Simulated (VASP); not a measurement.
Set up this calculation in VASP 6.6.1, as the native input.

- Task: single point
- Functional: PBEsol
- Potentials or basis: VASP PAW PBE potentials, release 64 (Zn, O)
- Cutoff: 600 eV
- k mesh: 8 × 8 × 5
- Occupations: gaussian, width 0.01 eV
- Spin: no spin polarisation
- Dipole correction: no
- Further INCAR settings: ALGO = Normal; EDIFF = 1e-06; NBANDS = 26

The structure of ZnO lies in POSCAR:

```
ZnO
1.0
    3.2379117529      0.0000000000      0.0000000000
   -1.6189558765      2.8041138333      0.0000000000
    0.0000000000      0.0000000000      5.1874513497
Zn O
2 2
Direct
    0.3333333333      0.6666666667      0.4990604277
    0.6666666667      0.3333333333     -0.0009395723
    0.6666666667      0.3333333333      0.3799495723
    0.3333333333      0.6666666667      0.8799495723
```

One way to write it, as run:

INCAR

```
SYSTEM = ZnO
  PREC = Accurate
  ENCUT = 600
  EDIFF = 1E-6
  ISMEAR = 0
  SIGMA = 0.01
  LREAL = .FALSE.
  LASPH = .TRUE.
  NELM = 120
  ALGO = Normal
  ISIF = 2
  LWAVE = .FALSE.
  LCHARG = .TRUE.
  GGA = PS
  LELF = .TRUE.
  LVHAR = .TRUE.
  NBANDS = 26
  GGA_COMPAT = .FALSE.
```

KPOINTS

```
regular mesh
0
G
  8 8 5
  0 0 0
```

Potentials or basis: VASP PAW PBE potentials, release 64 (Zn, O).

Launch:

```bash
$ cat potpaw_PBE.64/Zn/POTCAR potpaw_PBE.64/O/POTCAR > POTCAR
$ mpirun -np 1 vasp_std > vasp.out
```

Results of the run:

```
Pressure               : 0.6 GPa
Band gap on the k mesh : 0.70 eV
```

Caveat: the PAW data sets were made with another functional, which shifts forces and pressure a little.

Run time: 20 s on 1 thread of Intel(R) Xeon(R) 6975P-C (Granite Rapids), with other jobs on the host, peak memory 0.19 GiB.
